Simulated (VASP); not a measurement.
# InP (F-43m) in VASP: further runs

InP is run at these levels: PBE; tasks: relaxation of the atoms.

Everything below comes from runs of VASP 6.6.1. Logs are shortened: lines on timing, memory, paths and dates and some standing lists are left out, and cuts for length are marked.

## 1. The cell of the first run

The structure is cubic, space group F-43m (No. 216). Conventional cell: a = 5.869 Å, b = 5.869 Å, c = 5.869 Å, α = 90.00°, β = 90.00°, γ = 90.00°. Within 3.4 Å of In (site symmetry -43m) lie 4 P at 2.54 Å. P (site symmetry -43m) has 4 In at 2.54 Å within 3.4 Å.

## 2. Relaxation of the atoms, PBE

INCAR

```
PREC = Accurate
ENCUT = 520
EDIFF = 1E-6
ISMEAR = -1
SIGMA = 0.02
LREAL = False
LASPH = True
NELM = 100
ALGO = Normal
ISIF = 2
LWAVE = False
LCHARG = False
GGA = PE
IBRION = 2
NSW = 80
EDIFFG = -0.02
```

KPOINTS

```
Automatic mesh
0
Gamma
  13 13 13
```

POSCAR

```
InP
1.0
    0.0000000000      2.9343500000      2.9343500000
    2.9343500000      0.0000000000      2.9343500000
    2.9343500000      2.9343500000      0.0000000000
In P
1 1
Direct
    0.0000000000      0.0000000000      0.0000000000
    0.2500000000      0.2500000000      0.2500000000
```

Potentials or basis: VASP PAW PBE potentials, release 64 (In_d, P).

Command:

```bash
> cat potpaw_PBE.64/In_d/POTCAR potpaw_PBE.64/P/POTCAR > POTCAR
> mpirun -np 1 vasp_std > vasp.out
```

OUTCAR:

```text
PREC = Accurate
   ENCUT = 520
   EDIFF = 1E-6
   ISMEAR = -1
   LREAL = False
   LASPH = True
   NELM = 100
   ISIF = 2
   GGA = PE
   IBRION = 2
   NSW = 80
   EDIFFG = -0.02

 ion  position               nearest neighbor table
   1  0.000  0.000  0.000-   2 2.54   2 2.54   2 2.54   2 2.54
   2  0.250  0.250  0.250-   1 2.54   1 2.54   1 2.54   1 2.54

  LATTYP: Found a face centered cubic cell.
 ALAT       =     5.8687000000

  Lattice vectors:

 A1 = (   0.0000000000,   2.9343500000,   2.9343500000)
 A2 = (   2.9343500000,   0.0000000000,   2.9343500000)
 A3 = (   2.9343500000,   2.9343500000,   0.0000000000)

Analysis of symmetry for initial positions (statically):
=====================================================================
 Subroutine PRICEL returns:
 Original cell was already a primitive cell.

 Routine SETGRP: Setting up the symmetry group for a
 face centered cubic supercell.

 Subroutine GETGRP returns: Found 24 space group operations
 (whereof 24 operations were pure point group operations)
 out of a pool of 48 trial point group operations.

The static configuration has the point symmetry T_d .

Analysis of symmetry for dynamics (positions and initial velocities):
=====================================================================
 Subroutine PRICEL returns:
 Original cell was already a primitive cell.

 Routine SETGRP: Setting up the symmetry group for a
 face centered cubic supercell.

 Subroutine GETGRP returns: Found 24 space group operations
 (whereof 24 operations were pure point group operations)
 out of a pool of 48 trial point group operations.

The dynamic configuration has the point symmetry T_d .

 Subroutine INISYM returns: Found 24 space group operations
 (whereof 24 operations are pure point group operations),
 and found     1 'primitive' translations

----------------------------------------------------------------------------------------

                                     Primitive cell

  volume of cell :      50.5319

  direct lattice vectors                    reciprocal lattice vectors
     0.000000000  2.934350000  2.934350000    -0.170395488  0.170395488  0.170395488
     2.934350000  0.000000000  2.934350000     0.170395488 -0.170395488  0.170395488
     2.934350000  2.934350000  0.000000000     0.170395488  0.170395488 -0.170395488

  length of vectors
     4.149797567  4.149797567  4.149797567     0.295133642  0.295133642  0.295133642

  position of ions in fractional coordinates (direct lattice)
     0.000000000  0.000000000  0.000000000
     0.250000000  0.250000000  0.250000000

  ion indices of the primitive-cell ions
   primitive index   ion index
                 1           1
                 2           2

----------------------------------------------------------------------------------------

 KPOINTS: Automatic mesh

Automatic generation of k-mesh.
 Grid dimensions read from file:
 generate k-points for:   13   13   13

 Generating k-lattice:

  Cartesian coordinates                     Fractional coordinates (reciprocal lattice)
    -0.013107345  0.013107345  0.013107345     0.076923077  0.000000000  0.000000000
     0.013107345 -0.013107345  0.013107345     0.000000000  0.076923077  0.000000000
     0.013107345  0.013107345 -0.013107345     0.000000000  0.000000000  0.076923077

  Length of vectors
     0.022702588  0.022702588  0.022702588

  Shift w.r.t. Gamma in fractional coordinates (k-lattice)
     0.000000000  0.000000000  0.000000000

 Subroutine IBZKPT returns following result:
 ===========================================

 Found     84 irreducible k-points:

 Following reciprocal coordinates:
            Coordinates               Weight
  0.000000  0.000000  0.000000      1.000000
  0.076923  0.000000  0.000000      8.000000
  0.153846  0.000000  0.000000      8.000000
  0.230769  0.000000  0.000000      8.000000
  0.307692  0.000000  0.000000      8.000000
  0.384615  0.000000  0.000000      8.000000
[... 16 lines left out ...]
  0.384615  0.153846  0.000000     24.000000
  0.461538  0.153846  0.000000     24.000000
 [... further k-points ...]
   k-points           NKPTS =     84   k-points in BZ     NKDIM =     84   number of bands    NBANDS=     13
   number of dos      NEDOS =    301   number of ions     NIONS =      2
   total plane-waves  NPLWV =  32768
   dimension x,y,z NGX =    32 NGY =   32 NGZ =   32
   dimension x,y,z NGXF=    64 NGYF=   64 NGZF=   64
   ions per type =               1   1
   NGX,Y,Z   is equivalent  to a cutoff of  12.82, 12.82, 12.82 a.u.
   NGXF,Y,Z  is equivalent  to a cutoff of  25.64, 25.64, 25.64 a.u.
 SYSTEM =  unknown system
   PREC   = accura    normal or accurate (medium, high low for compatibility)
   ISTART =      0    job   : 0-new  1-cont  2-samecut
   ICHARG =      2    charge: 1-file 2-atom 10-const
   ISPIN  =      1    spin polarized calculation?
   LNONCOLLINEAR =      F non collinear calculations
   LSORBIT =      F    spin-orbit coupling
   LASPH  =      T    aspherical Exc in radial PAW
   ENCUT  =  520.0 eV  38.22 Ry    6.18 a.u.   7.72  7.72  7.72*2*pi/ulx,y,z
   NELM   =    100;   NELMIN=  2; NELMDL= -5     # of ELM steps
   EDIFF  = 0.1E-05   stopping-criterion for ELM
   LREAL  =      F    real-space projection
   EDIFFG = -.2E-01   stopping-criterion for IOM
   NSW    =     80    number of steps for IOM
   IBRION =      2    ionic relax: 0-MD 1-quasi-New 2-CG
   NFREE  =      1    steps in history (QN), initial steepest desc. (CG)
   ISIF   =      2    stress and relaxation
   ISYM   =      2    0-nonsym 1-usesym 2-fastsym
   POTIM  = 0.5000    time-step for ionic-motion
   TEBEG  =    0.0;   TEEND  =   0.0 temperature during run
   PSTRESS=    0.0 pullay stress
   NELECT =      18.0000    total number of electrons
   NUPDOWN=      -1.0000    fix difference up-down
   EMIN   =  10.00;   EMAX   =-10.00  energy-range for DOS
   EFERMI =   0.00;   METHOD = LEGACY
   ISMEAR =    -1;   SIGMA  =   0.02  broadening in eV -4-tet -1-fermi 0-gaus
   EFERMI_NEDOS =   21; number of points for ismear=-14 and -15
   IALGO  =     38    algorithm
   IMIX   =      4    mixing-type and parameters
     AMIX     =   0.40;   BMIX     =  1.00
     AMIX_MAG =   1.60;   BMIX_MAG =  1.00
  volume/ion in A,a.u.               =      25.27       170.50
  Fermi-wavevector in a.u.,A,eV,Ry     =   1.160496  2.193020 18.323668  1.346752
  Thomas-Fermi vector in A             =   2.297078
   LORBIT       =      0    0 simple, 1 ext, 2 COOP (PROOUT), +10 PAW based schemes
   GGA     = PE    functional components
   LHFCALC =     F    Hartree Fock is set to
   AEXX    =    0.0000 exact exchange contribution
   IVDW    =     0    specifies the selected vdW correction
   LEPSILON=     F    determine dielectric tensor
   LRPA    =     F    only Hartree local field effects (RPA)
 conjugate gradient relaxation of ions
 non-spin polarized calculation
  energy-cutoff  :      520.00
  volume of cell :       50.53
 maximum number of plane-waves:      1381
   NGX = 15   NGY = 15   NGZ = 15

 number of electron      18.0000006 magnetization

 Free energy of the ion-electron system (eV)
  ---------------------------------------------------
  ext. energy  EPLUGINS =         0.00000000
  ---------------------------------------------------
  free energy    TOTEN  =        -8.38684107 eV

  energy without entropy =       -8.38684107  energy(sigma->0) =       -8.38684107

 E-fermi :   5.4984     XC(G=0):  -9.2660

 val. band max:        5.1443687083   @ k =   0.0000   0.0000   0.0000
 cond. band min:       5.8355363052   @ k =   0.0000   0.0000   0.0000
 fundamental gap:      0.6911675970
 Fermi energy:         5.4984380438

 k-point     1 :       0.0000    0.0000    0.0000
  band No.  band energies     occupation
      1      -9.0314      2.00000
      2      -9.0314      2.00000
      3      -9.0314      2.00000
      4      -8.8812      2.00000
      5      -8.8812      2.00000
      6      -6.3457      2.00000
      7       5.1444      2.00000
      8       5.1444      2.00000
      9       5.1444      2.00000
     10       5.8355      0.00000
     11       9.2381      0.00000
     12       9.2381      0.00000
     13       9.2381      0.00000

 k-point     2 :       0.0769    0.0000    0.0000
  band No.  band energies     occupation
      1      -9.0388      2.00000
      2      -9.0285      2.00000
      3      -9.0285      2.00000
      4      -8.8812      2.00000
      5      -8.8812      2.00000
      6      -6.2779      2.00000
      7       4.3251      2.00000
      8       5.0692      2.00000
      9       5.0692      2.00000
     10       6.4428      0.00000
     11       9.2609      0.00000
     12       9.3524      0.00000
     13       9.3524      0.00000

 k-point     3 :       0.1538    0.0000    0.0000
  band No.  band energies     occupation
      1      -9.0587      2.00000
      2      -9.0207      2.00000
      3      -9.0207      2.00000
      4      -8.8809      2.00000
      5      -8.8809      2.00000
      6      -6.0793      2.00000
      7       3.1635      2.00000
      8       4.8799      2.00000
      9       4.8799      2.00000
     10       6.9017      0.00000
     11       9.5439      0.00000
     12       9.6254      0.00000
     13       9.6254      0.00000
[... 305 lines left out ...]
 k-point    23 :       0.3846    0.1538    0.0000
  band No.  band energies     occupation
      1      -9.1398      2.00000
      2      -8.9886      2.00000
      3      -8.9815      2.00000
      4      -8.8922      2.00000
      5      -8.8642      2.00000
      6      -5.0327      2.00000
      7       0.5923      2.00000
      8       3.5023      2.00000
      9       3.8207      2.00000
     10       7.7558      0.00000
     11       9.3075      0.00000
     12      10.8234      0.00000
     13      10.9555      0.00000

 k-point    24 :       0.4615    0.1538    0.0000
  band No.  band energies     occupation
      1      -9.1521      2.00000
      2      -8.9866      2.00000
      3      -8.9779      2.00000
      4      -8.8863      2.00000
      5      -8.8639      2.00000
      6      -4.6638      2.00000
      7      -0.1135      2.00000
      8       3.2153      2.00000
      9       3.7921      2.00000
     10       7.6833      0.00000
     11       9.4933      0.00000
     12      10.8205      0.00000
     13      11.4925      0.00000

 [... further k-points ...]
[... 5 lines left out ...]
  --------------------------------------------------------------------------------------
  -------------------------------------------------------------------------------------
  Total        0.9415700      0.9415700      0.9415700      0.0000000     -0.0000000     -0.0000000
  in kB       29.8536517     29.8536517     29.8536517      0.0000000     -0.0000000     -0.0000000
  external PRESSURE =      29.8536517 kB  Pullay stress =       0.0000000 kB

 VOLUME and BASIS-vectors are now :
 -----------------------------------------------------------------------------
  energy-cutoff  :      520.00
  volume of cell :       50.53
      direct lattice vectors                 reciprocal lattice vectors
     0.000000000  2.934350000  2.934350000    -0.170395488  0.170395488  0.170395488
     2.934350000  0.000000000  2.934350000     0.170395488 -0.170395488  0.170395488
     2.934350000  2.934350000  0.000000000     0.170395488  0.170395488 -0.170395488

 POSITION                                       TOTAL-FORCE (eV/Angst)
 -----------------------------------------------------------------------------------
      0.00000      0.00000      0.00000        -0.000000      0.000000      0.000000
      1.46717      1.46717      1.46717         0.000000     -0.000000     -0.000000
 -----------------------------------------------------------------------------------
    total drift:                               -0.000000     -0.000000     -0.000000

  FREE ENERGIE OF THE ION-ELECTRON SYSTEM (eV)
  ---------------------------------------------------
  free  energy   TOTEN  =        -8.3868410700 eV

  energy  without entropy=       -8.3868410700  energy(sigma->0) =       -8.38684107

 reached required accuracy - stopping structural energy minimisation
```

Run time: 46 s. Hardware: 1 thread of Intel Xeon Platinum 8488C (Sapphire Rapids), shared host; peak memory 0.2 GiB.

Results:

| Item | Value |
| --- | --- |
| Free energy | -8.3868 eV |
| Pressure after relaxing | 3.0 GPa |
| Band gap on the k mesh | 0.69 eV |

Final structure:
```xyz
2
Lattice="0.0000 2.9343 2.9343 2.9343 0.0000 2.9343 2.9343 2.9343 0.0000" Properties=species:S:1:pos:R:3 pbc="T T T"
In    0.0000    0.0000    0.0000
P     1.4672    1.4672    1.4672
```

Caveat: the relaxation stopped at its first step, so nothing moved; semilocal functionals underestimate gaps, and a narrow one can read as zero; spin-orbit coupling is left out, which moves the levels of the heavy elements.

## 3. Relaxation of the atoms, PBE (25.77 Å³/atom)

This run uses another cell than the first one, of 25.77 Å³/atom.

INCAR

```
PREC = Accurate ; ENCUT = 520
EDIFF = 1E-6 ; ISMEAR = -1
SIGMA = 0.02 ; LREAL = F
LASPH = T ; NELM = 60
ALGO = Normal ; ISIF = 2
LWAVE = F ; LCHARG = F
GGA = PE ; IBRION = 2
NSW = 80 ; EDIFFG = -0.02
```

KPOINTS

```
regular mesh
0
Gamma
  13 13 13
```

POSCAR

```
InP
1.0
    0.0000000000      2.9537833478      2.9537833478
    2.9537833478      0.0000000000      2.9537833478
    2.9537833478      2.9537833478      0.0000000000
In P
1 1
Direct
    0.0000000000      0.0000000000      0.0000000000
    0.2500000000      0.2500000000      0.2500000000
```

Potentials or basis: VASP PAW PBE potentials, release 64 (In_d, P).

Command:

```bash
> cat potpaw_PBE.64/In_d/POTCAR potpaw_PBE.64/P/POTCAR > POTCAR
> mpirun -np 1 vasp_std > vasp.out
```

Wall time 43 s (1 thread of Intel Xeon Platinum 8488C (Sapphire Rapids), shared host); peak memory 0.2 GiB.

Results (log left out):

```
Free energy             : -8.4016 eV
Pressure after relaxing : 1.6 GPa
Band gap on the k mesh  : 0.58 eV
```

Final structure:
```
CELL_PARAMETERS angstrom
0.00000 2.95378 2.95378
2.95378 0.00000 2.95378
2.95378 2.95378 0.00000
ATOMIC_POSITIONS crystal
In 0.00000 0.00000 0.00000
P 0.25000 0.25000 0.25000
```

Levels at points of the mesh, in eV from the valence-band top:
| k point | band 7 | band 8 | band 9 | band 10 | band 11 | band 12 |
| --- | --- | --- | --- | --- | --- | --- |
| (0.00, 0.00, 0.00) | 0.00 | 0.00 | 0.00 | 0.58 | 4.09 | 4.09 |

Caveat: the relaxation stopped at its first step, so nothing moved; semilocal functionals underestimate gaps, and a narrow one can read as zero; spin-orbit coupling is left out, which moves the levels of the heavy elements.
